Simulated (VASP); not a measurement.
A run of VASP 6.6.1 is set up as follows.

The input INCAR:

```
PREC = Accurate
ENCUT = 520
EDIFF = 1E-6
ISMEAR = -1
SIGMA = 0.15
LREAL = F
LASPH = T
NELM = 100
ALGO = Normal
ISIF = 2
LWAVE = F
LCHARG = F
GGA = PE
NBANDS = 31
```

The input KPOINTS:

```
regular mesh
0
Gamma
  10 10 8
```

Contents of POSCAR:

```
SiSnGe2
1.0
    4.1877239389      0.0000000000      0.0000000000
    0.0000000000      4.1877239389      0.0000000000
    0.0000000000      0.0000000000      5.9800344425
Si Sn Ge
1 1 2
Direct
    0.0000000000      0.0000000000      0.0000000000
    0.5000000000      0.5000000000      0.5000000000
    0.5000000000      0.0000000000      0.7745576452
    0.0000000000      0.5000000000      0.2254423548
```

Potentials or basis: VASP PAW PBE potentials, release 64 (Si, Sn_d, Ge_d).

Command:

```sh
$ cat potpaw_PBE.64/Si/POTCAR potpaw_PBE.64/Sn_d/POTCAR potpaw_PBE.64/Ge_d/POTCAR > POTCAR
$ mpirun -np 1 vasp_std > vasp.out
```

Problem. Predict the band gap on the k mesh.

Solution. Zero (band 23 reaches 5.00 eV, above the bottom of band 24 at 4.89 eV).

Problem. Estimate the pressure.

Solution. -1.1 GPa.

Forces in eV/Å, atoms in the order of the input:
```
Si   0.000  0.000  0.000
Sn   0.000  0.000  0.000
Ge   0.000  0.000  0.003
Ge   0.000  0.000 -0.003
```

Caveat: spin-orbit coupling is left out, which moves the levels of the heavy elements.
